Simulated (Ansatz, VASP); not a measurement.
## Two plane-wave programs on ZnO

Contents of POSCAR:

```
ZnO
1.0
    3.1842439176      0.0000000000      0.0000000000
   -1.5921219588      2.7576361245      0.0000000000
    0.0000000000      0.0000000000      5.1276088865
Zn O
2 2
Direct
    0.6666666667      0.3333333333      0.5003397240
    0.3333333333      0.6666666667      0.0003397240
    0.6666666667      0.3333333333      0.8799702760
    0.3333333333      0.6666666667      0.3799702760
```

File INCAR.step1:

```
SYSTEM = ZnO
PREC = Accurate
ENCUT = 520
ISMEAR = 0
SIGMA = 0.02
LREAL = .FALSE.
LASPH = .TRUE.
NELM = 60
NBANDS = 26
GGA = PE
ALGO = Normal
EDIFF = 1E-4
LWAVE = .TRUE.
LCHARG = .FALSE.
```

Contents of INCAR.step2:

```
SYSTEM = ZnO
PREC = Accurate
ENCUT = 520
EDIFF = 1E-7
ISMEAR = 0
SIGMA = 0.02
LREAL = .FALSE.
LASPH = .TRUE.
NELM = 60
ALGO = Normal
ISIF = 2
LWAVE = .FALSE.
LCHARG = .FALSE.
METAGGA = R2SCAN
LMIXTAU = .TRUE.
NBANDS = 26
ISTART = 1
```

The input KPOINTS:

```
Automatic mesh
0
G
  12 12 6
  0 0 0
```

Input for Ansatz:

```yaml
crystal:
  lattice:
    - [3.1842439176, 0.0, 0.0]
    - [-1.5921219588, 2.7576361245, 0.0]
    - [0.0, 0.0, 5.1276088865]
  atoms:
    - { symbol: Zn, position: [0.6666666667, 0.3333333333, 0.500339724] }
    - { symbol: Zn, position: [0.3333333333, 0.6666666667, 0.000339724] }
    - { symbol: O, position: [0.6666666667, 0.3333333333, 0.879970276] }
    - { symbol: O, position: [0.3333333333, 0.6666666667, 0.379970276] }
basis:
  ecutwfc: 500
kpoints:
  mp_grid: { grid: [12, 12, 6] }
  band_path: { path: [VBM, CBM], npoints: 2 }
hamiltonian:
  xc: r2scan
scf:
  occupations: { method: gaussian, width: 0.02 }
output:
  forces: true
  stress: true
  eigenvalues: true
checkpoint:
  read: start.run
  write: ck
  compress: false
  write_wavefunctions: false
  write_every: 100000
```

Alike in both runs: task single point; functional r2SCAN; k mesh 12 × 12 × 6; occupations gaussian, width 0.02 eV; no spin polarisation.

```csv
,VASP,Ansatz
version,VASP 6.6.1,Ansatz 0.2.0
potentials or method,"VASP PAW PBE potentials, release 64 (Zn, O), cutoff 520 eV","scalar-relativistic, plane waves, PAW"
valence electrons in the cell,36,36
```

```tsv
	VASP	Ansatz	Ansatz less VASP
gap on the k mesh at the Fermi level (eV)	1.31	1.31	0.000
least direct gap on the mesh (eV)	1.31	1.31	0.000
pressure (GPa)	9.3	8.0	-1.31
traceless stress, the component that is largest in VASP (GPa)	0.12	0.00	-0.122
```

VASP's potentials were made for PBE, not for r2SCAN. With one functional, cell and mesh, what is left measures potentials, basis and numerics.
